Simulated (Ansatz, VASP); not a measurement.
**Hf5F: VASP beside Ansatz**

File INCAR:

```
PREC = Accurate
ENCUT = 520
EDIFF = 1E-6
ISMEAR = 0
SIGMA = 0.1
LREAL = F
LASPH = T
NELM = 80
ALGO = Normal
ISIF = 2
LWAVE = F
LCHARG = T
GGA = PE
LELF = T
LVHAR = T
NBANDS = 38
```

The input KPOINTS:

```
regular mesh
0
Gamma
  6 6 4
```

The input POSCAR:

```
Hf5F
1.0
    4.5351686600      0.0000000000      0.0000000000
   -2.2675843300      3.9275712700      0.0000000000
    0.0000000000      0.0000000000      6.8343748600
Hf F
5 1
Direct
    0.3333333300      0.6666666700      0.6932971100
    0.3333333300      0.6666666700      0.3067028900
    0.6666666700      0.3333333300      0.3067028900
    0.6666666700      0.3333333300      0.6932971100
    0.0000000000      0.0000000000      0.0000000000
    0.0000000000      0.0000000000      0.5000000000
```

Input for Ansatz:

```yaml
crystal:
  lattice:
    - [4.53516866, 0.0, 0.0]
    - [-2.26758433, 3.92757127, 0.0]
    - [0.0, 0.0, 6.83437486]
  atoms:
    - { symbol: Hf, position: [0.33333333, 0.66666667, 0.69329711] }
    - { symbol: Hf, position: [0.33333333, 0.66666667, 0.30670289] }
    - { symbol: Hf, position: [0.66666667, 0.33333333, 0.30670289] }
    - { symbol: Hf, position: [0.66666667, 0.33333333, 0.69329711] }
    - { symbol: Hf, position: [0.0, 0.0, 0.0] }
    - { symbol: F, position: [0.0, 0.0, 0.5] }
basis:
  ecutwfc: 420
kpoints:
  mp_grid: { grid: [6, 6, 4] }
hamiltonian:
  xc: pbe
scf:
  occupations: { method: gaussian, width: 0.1 }
  lower_state_search: "off"
output:
  forces: true
  stress: true
  eigenvalues: true
```

Alike in both runs: task single point; functional PBE; k mesh 6 × 6 × 4; occupations gaussian, width 0.1 eV; no spin polarisation.

|  | VASP | Ansatz |
| --- | --- | --- |
| version | VASP 6.6.1 | Ansatz 0.2.0 |
| potentials or method | VASP PAW PBE potentials, release 64 (Hf_pv, F), cutoff 520 eV | scalar-relativistic, plane waves, PAW |
| valence electrons in the cell | 57 | 137 |

```tsv
	VASP	Ansatz	Ansatz less VASP
gap on the k mesh at the Fermi level (eV)	none	none	-
pressure (GPa)	11.7	12.2	+0.57
traceless stress, the component that is largest in VASP (GPa)	-5.62	-5.60	+0.014
rms of the force components (eV/Å)	1.620	1.647	+0.0272
```

Atom by atom the forces differ by 0.027 eV/Å (rms over components). A gap of «none» marks a metal or a gap that the smearing closes. VASP's potentials hold 57 valence electrons a cell and Ansatz's 137, so a difference there can come from the potentials and not from the codes.

Neither program's run includes spin-orbit coupling.
